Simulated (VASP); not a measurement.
# Sb (Pm-3m) in VASP: settings compared, part 2 of 2

VASP 6.6.1.

### Step 3. Single point, r2SCAN+D4

The input, POSCAR:

```
Sb
1.0
    3.1600000000      0.0000000000      0.0000000000
    0.0000000000      3.1600000000      0.0000000000
    0.0000000000      0.0000000000      3.1600000000
Sb
1
Direct
    0.0000000000      0.0000000000      0.0000000000
```

The input, INCAR.step1:

```
  ALGO = Normal
  EDIFF = 1E-5
  ENCUT = 550
  GGA = PE
  GGA_COMPAT = F
  ISMEAR = -1
  LASPH = T
  LCHARG = F
  LREAL = F
  LWAVE = T
  NBANDS = 8
  NELM = 120
  PREC = Accurate
  SIGMA = 0.01
```

The input, INCAR.step2:

```
  ALGO = Normal
  EDIFF = 1E-6
  ENCUT = 550
  GGA_COMPAT = F
  ISIF = 2
  ISMEAR = -1
  ISTART = 1
  IVDW = 13
  LASPH = T
  LCHARG = T
  LELF = T
  LMIXTAU = T
  LREAL = F
  LVHAR = T
  LWAVE = F
  METAGGA = R2SCAN
  NBANDS = 8
  NELM = 120
  PREC = Accurate
  SIGMA = 0.01
  VDW_A1 = 0.51559235
  VDW_A2 = 5.77342911
  VDW_S6 = 1.0
  VDW_S8 = 0.6018749
```

The input, KPOINTS:

```
k-points
0
Gamma
  8 8 8
```

Potentials or basis: VASP PAW PBE potentials, release 64 (Sb).

Command:

```
$ cat potpaw_PBE.64/Sb/POTCAR > POTCAR
$ cp INCAR.step1 INCAR
$ mpirun -np 1 vasp_std > vasp.out
$ cp INCAR.step2 INCAR
$ mpirun -np 1 vasp_std > vasp.out
```

OUTCAR:

```text
EDIFF = 1E-6
   ENCUT = 550
   ISIF = 2
   ISMEAR = -1
   ISTART = 1
   IVDW = 13
   LASPH = T
   LREAL = F
   METAGGA = R2SCAN
   NELM = 120
   PREC = Accurate

 ion  position               nearest neighbor table
   1  0.000  0.000  0.000-

  LATTYP: Found a simple cubic cell.
 ALAT       =     3.1600000000

  Lattice vectors:

 A1 = (   3.1600000000,   0.0000000000,   0.0000000000)
 A2 = (   0.0000000000,   3.1600000000,   0.0000000000)
 A3 = (   0.0000000000,   0.0000000000,   3.1600000000)

Analysis of symmetry for initial positions (statically):
=====================================================================
 Subroutine PRICEL returns:
 Original cell was already a primitive cell.

 Routine SETGRP: Setting up the symmetry group for a
 simple cubic supercell.

 Subroutine GETGRP returns: Found 48 space group operations
 (whereof 48 operations were pure point group operations)
 out of a pool of 48 trial point group operations.

The static configuration has the point symmetry O_h .

Analysis of symmetry for dynamics (positions and initial velocities):
=====================================================================
 Subroutine PRICEL returns:
 Original cell was already a primitive cell.

 Routine SETGRP: Setting up the symmetry group for a
 simple cubic supercell.

 Subroutine GETGRP returns: Found 48 space group operations
 (whereof 48 operations were pure point group operations)
 out of a pool of 48 trial point group operations.

The dynamic configuration has the point symmetry O_h .

 Subroutine INISYM returns: Found 48 space group operations
 (whereof 48 operations are pure point group operations),
 and found     1 'primitive' translations

----------------------------------------------------------------------------------------

                                     Primitive cell

  volume of cell :      31.5545

  direct lattice vectors                    reciprocal lattice vectors
     3.160000000  0.000000000  0.000000000     0.316455696  0.000000000  0.000000000
     0.000000000  3.160000000  0.000000000     0.000000000  0.316455696  0.000000000
     0.000000000  0.000000000  3.160000000     0.000000000  0.000000000  0.316455696

  length of vectors
     3.160000000  3.160000000  3.160000000     0.316455696  0.316455696  0.316455696

  position of ions in fractional coordinates (direct lattice)
     0.000000000  0.000000000  0.000000000

  ion indices of the primitive-cell ions
   primitive index   ion index
                 1           1

----------------------------------------------------------------------------------------

 KPOINTS: k-points

Automatic generation of k-mesh.
 Grid dimensions read from file:
 generate k-points for:    8    8    8

 Generating k-lattice:

  Cartesian coordinates                     Fractional coordinates (reciprocal lattice)
     0.039556962  0.000000000  0.000000000     0.125000000  0.000000000  0.000000000
     0.000000000  0.039556962  0.000000000     0.000000000  0.125000000  0.000000000
     0.000000000  0.000000000  0.039556962     0.000000000  0.000000000  0.125000000

  Length of vectors
     0.039556962  0.039556962  0.039556962

  Shift w.r.t. Gamma in fractional coordinates (k-lattice)
     0.000000000  0.000000000  0.000000000

 Subroutine IBZKPT returns following result:
 ===========================================

 Found     35 irreducible k-points:

 Following reciprocal coordinates:
            Coordinates               Weight
  0.000000  0.000000  0.000000      1.000000
  0.125000  0.000000  0.000000      6.000000
  0.250000  0.000000  0.000000      6.000000
  0.375000  0.000000  0.000000      6.000000
  0.500000  0.000000  0.000000      3.000000
  0.125000  0.125000  0.000000     12.000000
[... 16 lines left out ...]
  0.375000  0.375000  0.125000     24.000000
  0.500000  0.375000  0.125000     24.000000
 [... further k-points ...]
   k-points           NKPTS =     35   k-points in BZ     NKDIM =     35   number of bands    NBANDS=      8
   number of dos      NEDOS =    301   number of ions     NIONS =      1
   total plane-waves  NPLWV =  13824
   dimension x,y,z NGX =    24 NGY =   24 NGZ =   24
   dimension x,y,z NGXF=    48 NGYF=   48 NGZF=   48
   ions per type =               1
   NGX,Y,Z   is equivalent  to a cutoff of  12.63, 12.63, 12.63 a.u.
   NGXF,Y,Z  is equivalent  to a cutoff of  25.25, 25.25, 25.25 a.u.
 SYSTEM =  unknown system
   PREC   = accura    normal or accurate (medium, high low for compatibility)
   ISTART =      1    job   : 0-new  1-cont  2-samecut
   ICHARG =      0    charge: 1-file 2-atom 10-const
   ISPIN  =      1    spin polarized calculation?
   LNONCOLLINEAR =      F non collinear calculations
   LSORBIT =      F    spin-orbit coupling
   LASPH  =      T    aspherical Exc in radial PAW
   ENCUT  =  550.0 eV  40.42 Ry    6.36 a.u.   6.04  6.04  6.04*2*pi/ulx,y,z
   NELM   =    120;   NELMIN=  2; NELMDL=  0     # of ELM steps
   EDIFF  = 0.1E-05   stopping-criterion for ELM
   LREAL  =      F    real-space projection
   EDIFFG = 0.1E-04   stopping-criterion for IOM
   NSW    =      0    number of steps for IOM
   IBRION =     -1    ionic relax: 0-MD 1-quasi-New 2-CG
   NFREE  =      0    steps in history (QN), initial steepest desc. (CG)
   ISIF   =      2    stress and relaxation
   ISYM   =      2    0-nonsym 1-usesym 2-fastsym
   POTIM  = 0.5000    time-step for ionic-motion
   TEBEG  =    0.0;   TEEND  =   0.0 temperature during run
   PSTRESS=    0.0 pullay stress
   NELECT =       5.0000    total number of electrons
   NUPDOWN=      -1.0000    fix difference up-down
   EMIN   =  10.00;   EMAX   =-10.00  energy-range for DOS
   EFERMI =   0.00;   METHOD = LEGACY
   ISMEAR =    -1;   SIGMA  =   0.01  broadening in eV -4-tet -1-fermi 0-gaus
   EFERMI_NEDOS =   21; number of points for ismear=-14 and -15
   IALGO  =     38    algorithm
   IMIX   =      4    mixing-type and parameters
     AMIX     =   0.40;   BMIX     =  1.00
     AMIX_MAG =   1.60;   BMIX_MAG =  1.00
  volume/ion in A,a.u.               =      31.55       212.94
  Fermi-wavevector in a.u.,A,eV,Ry     =   0.885886  1.674081 10.677766  0.784794
  Thomas-Fermi vector in A             =   2.006979
   LORBIT       =      0    0 simple, 1 ext, 2 COOP (PROOUT), +10 PAW based schemes
   METAGGA = R2SCAN    functional components
   LHFCALC =     F    Hartree Fock is set to
   AEXX    =    0.0000 exact exchange contribution
   IVDW    =    13    specifies the selected vdW correction
   LEPSILON=     F    determine dielectric tensor
   LRPA    =     F    only Hartree local field effects (RPA)
 non-spin polarized calculation
  energy-cutoff  :      550.00
  volume of cell :       31.55
 maximum number of plane-waves:       952
   NGX = 13   NGY = 13   NGZ = 13

 number of electron       5.0000001 magnetization

 Free energy of the ion-electron system (eV)
  ---------------------------------------------------
  ext. energy  EPLUGINS =         0.00000000
  ---------------------------------------------------
  free energy    TOTEN  =       -25.59283276 eV

  energy without entropy =      -25.59153962  energy(sigma->0) =      -25.59218619

 E-fermi :   6.3027     XC(G=0):  -9.8642

 val. band max:        6.3010516105   @ k =   0.3750   0.2500   0.1250
 cond. band min:       6.5419480975   @ k =   0.3750   0.2500   0.2500
 fundamental gap:      0.2408964870
 Fermi energy:         6.3027221514

 k-point     1 :       0.0000    0.0000    0.0000
  band No.  band energies     occupation
      1      -6.1831      2.00000
      2       9.6473      0.00000
      3       9.6473      0.00000
      4       9.6473      0.00000
      5      13.5604      0.00000
      6      13.5604      0.00000
      7      15.1306      0.00000
      8      24.4882      0.00000
[... 243 lines left out ...]
 k-point    24 :       0.5000    0.3750    0.1250
  band No.  band energies     occupation
      1      -1.7045      2.00000
      2       2.6289      2.00000
      3       4.2167      2.00000
      4      10.1139      0.00000
      5      11.2623      0.00000
      6      16.5483      0.00000
      7      17.8962      0.00000
      8      20.6801      0.00000

 [... further k-points ...]

------------------------ aborting loop because EDIFF is reached ----------------------------------------

  DFT-D4 for vdW energy calculation

  Edisp (eV):   -0.16324

  FORCE on cell =-STRESS in cart. coord.  units (eV):
  Direction    XX          YY          ZZ          XY          YZ          ZX
  --------------------------------------------------------------------------------------
  -------------------------------------------------------------------------------------
  Total      -0.80702    -0.80702    -0.80702    -0.00000    -0.00000     0.00000
  in kB     -40.97660   -40.97660   -40.97660    -0.00000    -0.00000     0.00000
  external pressure =      -40.98 kB  Pullay stress =        0.00 kB

 VOLUME and BASIS-vectors are now :
 -----------------------------------------------------------------------------
  energy-cutoff  :      550.00
  volume of cell :       31.55
      direct lattice vectors                 reciprocal lattice vectors
     3.160000000  0.000000000  0.000000000     0.316455696  0.000000000  0.000000000
     0.000000000  3.160000000  0.000000000     0.000000000  0.316455696  0.000000000
     0.000000000  0.000000000  3.160000000     0.000000000  0.000000000  0.316455696

 POSITION                                       TOTAL-FORCE (eV/Angst)
 -----------------------------------------------------------------------------------
      0.00000      0.00000      0.00000         0.000000      0.000000      0.000000
 -----------------------------------------------------------------------------------
    total drift:                               -0.000000      0.000000      0.000000

  FREE ENERGIE OF THE ION-ELECTRON SYSTEM (eV)
  ---------------------------------------------------
  free  energy   TOTEN  =       -25.7560740414 eV

  energy  without entropy=      -25.7547809084  energy(sigma->0) =      -25.75542747
```

Run time: 32 s. Hardware: 1 thread of Intel Xeon 8259CL, shared host; peak memory 0.14 GiB.

Results:

```yaml
Free_energy: -25.7561 eV
Pressure: -4.1 GPa
Band_gap_on_the_k_mesh: zero (an odd number of electrons rules out a gap without spin polarisation)
Dispersion_energy_per_atom: -0.163 eV
```

Caveat: the cell stands under tension; the PAW data sets were made with another functional, which shifts forces and pressure a little; spin-orbit coupling is left out, which moves the levels of the heavy elements; an odd number of electrons without spin polarisation forces a metal; a magnetic or distorted state may lie lower.

### Step 4. Single point, r2SCAN-based global hybrid with 35 % exact exchange

POSCAR is that of step 3.

The input, INCAR.step1:

```
SYSTEM = Sb
PREC = Accurate
ENCUT = 500
EDIFF = 1E-5
ISMEAR = -1
SIGMA = 0.05
LREAL = .FALSE.
LASPH = .TRUE.
NELM = 300
ALGO = All
ISIF = 2
LWAVE = .TRUE.
LCHARG = .FALSE.
GGA = PE
NBANDS = 8
GGA_COMPAT = .FALSE.
ISEARCH = 1
KPAR = 4
```

The input, INCAR.step2:

```
SYSTEM = Sb
PREC = Accurate
ENCUT = 500
EDIFF = 1E-6
ISMEAR = -1
SIGMA = 0.05
LREAL = .FALSE.
LASPH = .TRUE.
NELM = 300
ALGO = All
ISIF = 2
LWAVE = .FALSE.
LCHARG = .FALSE.
METAGGA = R2SCAN
LHFCALC = .TRUE.
AEXX = 0.35
LMIXTAU = .TRUE.
PRECFOCK = Normal
ISTART = 1
NBANDS = 8
GGA_COMPAT = .FALSE.
ISEARCH = 1
KPAR = 4
```

The input, KPOINTS:

```
Automatic mesh
0
G
  5 5 5
  0 0 0
```

Potentials or basis: VASP PAW PBE potentials, release 64 (Sb).

Command:

```
$ cat potpaw_PBE.64/Sb/POTCAR > POTCAR
$ cp INCAR.step1 INCAR
$ mpirun -np 4 vasp_std > vasp.out
$ cp INCAR.step2 INCAR
$ mpirun -np 4 vasp_std > vasp.out
```

OUTCAR:

```text
SYSTEM = Sb
   PREC = Accurate
   ENCUT = 500
   EDIFF = 1E-6
   ISMEAR = -1
   LREAL = .FALSE.
   LASPH = .TRUE.
   NELM = 300
   ISIF = 2
   METAGGA = R2SCAN
   LHFCALC = .TRUE.
   AEXX = 0.35
   PRECFOCK = Normal
   ISTART = 1

 ion  position               nearest neighbor table
   1  0.000  0.000  0.000-

  LATTYP: Found a simple cubic cell.
 ALAT       =     3.1600000000

  Lattice vectors:

 A1 = (   3.1600000000,   0.0000000000,   0.0000000000)
 A2 = (   0.0000000000,   3.1600000000,   0.0000000000)
 A3 = (   0.0000000000,   0.0000000000,   3.1600000000)

Analysis of symmetry for initial positions (statically):
=====================================================================
 Subroutine PRICEL returns:
 Original cell was already a primitive cell.

 Routine SETGRP: Setting up the symmetry group for a
 simple cubic supercell.

 Subroutine GETGRP returns: Found 48 space group operations
 (whereof 48 operations were pure point group operations)
 out of a pool of 48 trial point group operations.

The static configuration has the point symmetry O_h .
[... 152 lines left out ...]

 E-fermi :   6.0523     XC(G=0):  -6.9088

 val. band max:        5.8089099203   @ k =   0.2000   0.2000   0.2000
 cond. band min:       6.6519293689   @ k =   0.2000   0.2000   0.2000
 fundamental gap:      0.8430194486
 Fermi energy:         6.0522603810

 k-point     1 :       0.0000    0.0000    0.0000
  band No.  band energies     occupation
      1      -8.6982      2.00000
      2      10.3173      0.00000
      3      10.3474      0.00000
      4      10.3779      0.00000
      5      14.3460      0.00000
      6      14.3863      0.00000
      7      15.9088      0.00000
      8      25.4819      0.00000
[... 89 lines left out ...]
 k-point    10 :       0.4000    0.4000    0.4000
  band No.  band energies     occupation
      1      -1.7090      2.00000
      2       3.7271      2.00000
      3       3.7415      2.00000
      4       4.6689      2.00000
      5      12.5700      0.00000
      6      13.2560      0.00000
      7      13.2809      0.00000
      8      17.3978      0.00000

------------------------ aborting loop because EDIFF is reached ----------------------------------------

  FORCE on cell =-STRESS in cart. coord.  units (eV):
  Direction    XX          YY          ZZ          XY          YZ          ZX
  --------------------------------------------------------------------------------------
  -------------------------------------------------------------------------------------
  Total       -1.4066431     -1.4066431     -1.4066431      0.0000000      0.0000000     -0.0000000
  in kB      -71.4222054    -71.4222054    -71.4222054      0.0000000      0.0000000     -0.0000000
  external PRESSURE =     -71.4222054 kB  Pullay stress =       0.0000000 kB

 VOLUME and BASIS-vectors are now :
 -----------------------------------------------------------------------------
  energy-cutoff  :      500.00
  volume of cell :       31.55
      direct lattice vectors                 reciprocal lattice vectors
     3.160000000  0.000000000  0.000000000     0.316455696  0.000000000  0.000000000
     0.000000000  3.160000000  0.000000000     0.000000000  0.316455696  0.000000000
     0.000000000  0.000000000  3.160000000     0.000000000  0.000000000  0.316455696

 POSITION                                       TOTAL-FORCE (eV/Angst)
 -----------------------------------------------------------------------------------
      0.00000      0.00000      0.00000         0.000000      0.000000      0.000000
 -----------------------------------------------------------------------------------
    total drift:                               -0.000000     -0.000000     -0.000000

  FREE ENERGIE OF THE ION-ELECTRON SYSTEM (eV)
  ---------------------------------------------------
  free  energy   TOTEN  =       -20.2121426430 eV

  energy  without entropy=      -20.2105376332  energy(sigma->0) =      -20.21134014
```

OUTCAR.step1:

```text
SYSTEM = Sb
   PREC = Accurate
   ENCUT = 500
   EDIFF = 1E-5
   ISMEAR = -1
   LREAL = .FALSE.
[... 311 lines left out ...]
 -----------------------------------------------------------------------------------
      0.00000      0.00000      0.00000         0.000000      0.000000      0.000000
 -----------------------------------------------------------------------------------
    total drift:                               -0.000000      0.000000      0.000000

  FREE ENERGIE OF THE ION-ELECTRON SYSTEM (eV)
  ---------------------------------------------------
  free  energy   TOTEN  =        -3.9868876851 eV

  energy  without entropy=       -3.9770256650  energy(sigma->0) =       -3.98195668
```

Wall time 7.1 min (4 MPI ranks of Intel Xeon Platinum 8259CL at 2.50GHz (Skylake/Cascade Lake), shared host); peak memory 0.14 GiB.

Results:

- Free energy: -20.2121 eV
- Pressure: -7.1 GPa
- Band gap on the k mesh: zero (an odd number of electrons rules out a gap without spin polarisation)

Levels at points of the mesh, in eV from the Fermi level:
```
           k point  band 1  band 2  band 3  band 4  band 5  band 6
(0.00, 0.00, 0.00)  -14.75    4.27    4.30    4.33    8.29    8.33
```

Caveat: the k points lie up to 0.40 Å⁻¹ apart, too coarse for converged energies and pressures of a metal; the PAW data sets were made with another functional, which shifts forces and pressure a little; spin-orbit coupling is left out, which moves the levels of the heavy elements; an odd number of electrons without spin polarisation forces a metal; a magnetic or distorted state may lie lower.

### Step 5. Single point, r2SCAN-based global hybrid with 15 % exact exchange

POSCAR is that of step 4.

The input, INCAR.step1:

```
ALGO = All ; EDIFF = 1E-5
ENCUT = 500 ; GGA = PE
GGA_COMPAT = False ; ISEARCH = 1
ISIF = 2 ; ISMEAR = -1
KPAR = 4 ; LASPH = True
LREAL = False ; LWAVE = True
NBANDS = 8 ; NELM = 300
PREC = Accurate ; SIGMA = 0.05
```

The input, INCAR.step2:

```
AEXX = 0.15 ; ALGO = All
EDIFF = 1E-6 ; ENCUT = 500
GGA_COMPAT = False ; ISEARCH = 1
ISIF = 2 ; ISMEAR = -1
ISTART = 1 ; KPAR = 4
LASPH = True ; LCHARG = True
LHFCALC = True ; LMIXTAU = True
LREAL = False ; LVHAR = True
LWAVE = False ; METAGGA = R2SCAN
NBANDS = 8 ; NELM = 300
PREC = Accurate ; PRECFOCK = Normal
SIGMA = 0.05
```

The input, KPOINTS:

```
k-points
0
Gamma
  5 5 5
```

Command:

```
$ cat potpaw_PBE.64/Sb/POTCAR > POTCAR
$ cp INCAR.step1 INCAR
$ mpirun -np 4 vasp_std > vasp.out
$ cp INCAR.step2 INCAR
$ mpirun -np 4 vasp_std > vasp.out
```

Wall time 2.3 min (4 MPI ranks of Intel Xeon 6975P-C (Granite Rapids), shared host); peak memory 0.13 GiB.

The run converged. Its results:

| Item | Value |
| --- | --- |
| Free energy | -23.1484 eV |
| Pressure | -4.7 GPa |
| Band gap on the k mesh | zero (an odd number of electrons rules out a gap without spin polarisation) |

Levels at points of the mesh, in eV from the Fermi level:
```
           k point  band 1  band 2  band 3  band 4  band 5  band 6  band 7
(0.00, 0.00, 0.00)  -13.61    3.62    3.62    3.64    7.56    7.56    9.12
```

Caveat: the k points lie up to 0.40 Å⁻¹ apart, too coarse for converged energies and pressures of a metal; the PAW data sets were made with another functional, which shifts forces and pressure a little; spin-orbit coupling is left out, which moves the levels of the heavy elements; an odd number of electrons without spin polarisation forces a metal; a magnetic or distorted state may lie lower.

### Step 6. Overview

| level | k mesh | cutoff (eV) | smearing | grid for exact exchange (PRECFOCK) | second try | share of exact exchange | gap on the mesh (eV) | pressure (GPa) |
| --- | --- | --- | --- | --- | --- | --- | --- | --- |
| r2SCAN0 | 5 × 5 × 5 | 500 | fermi-dirac 0.05 eV | Normal | not_converged | 0.25 | none | -5.9 |
| r2SCAN+D4 | 8 × 8 × 8 | 550 | fermi-dirac 0.01 eV | - | - | - | none | -4.1 |
| r2SCAN-based global hybrid with 35 % exact exchange | 5 × 5 × 5 | 500 | fermi-dirac 0.05 eV | Normal | not_converged | 0.35 | none | -7.1 |
| r2SCAN-based global hybrid with 15 % exact exchange | 5 × 5 × 5 | 500 | fermi-dirac 0.05 eV | Normal | not_converged | 0.15 | none | -4.7 |

Alike in all rows: task single point; potentials or basis VASP PAW PBE potentials, release 64 (Sb); no spin polarisation; cell as given.

Caveats: some runs use coarse meshes; the PAW data sets were made with another functional, which shifts forces and pressure a little; spin-orbit coupling is left out, which moves the levels of the heavy elements; an odd number of electrons without spin polarisation forces a metal; a magnetic or distorted state may lie lower; the cell stands under tension (at least some runs).

Total energies depend on the potentials used, so only differences within one code and one set of settings carry meaning.

The gap in the log of VASP goes by the Fermi energy; the results here count the filled bands.